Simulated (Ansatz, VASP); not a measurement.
**One calculation of GaGe, two programs**

File INCAR:

```
ALGO = Normal
EDIFF = 1E-7
ENCUT = 520
GGA = PE
ISIF = 2
ISMEAR = 0
LASPH = True
LCHARG = False
LREAL = False
LWAVE = False
NBANDS = 20
NELM = 60
PREC = Accurate
SIGMA = 0.15
```

File KPOINTS:

```
k-points
0
Gamma
  14 14 14
```

POSCAR

```
GaGe
1.0
    0.0000000000      2.9847793200      2.8109086800
    2.9847793200      0.0000000000      2.8109086800
    2.9847793200      2.9847793200      0.0000000000
Ga Ge
1 1
Direct
    0.7500000000      0.7500000000      0.7500000000
    0.0000000000      0.0000000000      0.0000000000
```

Input for Ansatz:

```yaml
crystal:
  lattice:
    - [0.0, 2.98477932, 2.81090868]
    - [2.98477932, 0.0, 2.81090868]
    - [2.98477932, 2.98477932, 0.0]
  atoms:
    - { symbol: Ga, position: [0.75, 0.75, 0.75] }
    - { symbol: Ge, position: [0.0, 0.0, 0.0] }
basis:
  ecutwfc: 420
kpoints:
  mp_grid: { grid: [14, 14, 14] }
hamiltonian:
  xc: pbe
scf:
  occupations: { method: gaussian, width: 0.15 }
output:
  forces: true
  stress: true
  eigenvalues: true
```

Change from the starting cell: strain +0.030 along x and y, -0.030 along z, atoms carried along.

Alike in both runs: task single point; functional PBE; k mesh 14 × 14 × 14; occupations gaussian, width 0.15 eV; no spin polarisation.

|  | VASP | Ansatz |
| --- | --- | --- |
| version | VASP 6.6.1 | Ansatz 0.2.0 |
| potentials or method | VASP PAW PBE potentials, release 64 (Ga_d, Ge_d), cutoff 520 eV | scalar-relativistic, plane waves, PAW |
| valence electrons in the cell | 27 | 27 |

```csv
,VASP,Ansatz,Ansatz less VASP
gap on the k mesh at the Fermi level (eV),none,none,-
pressure (GPa),-1.2,-1.3,-0.05
"traceless stress, the component that is largest in VASP (GPa)",0.12,0.13,+0.004
```

A gap of «none» marks a metal or a gap that the smearing closes. With one functional, cell and mesh, what is left measures potentials, basis and numerics.
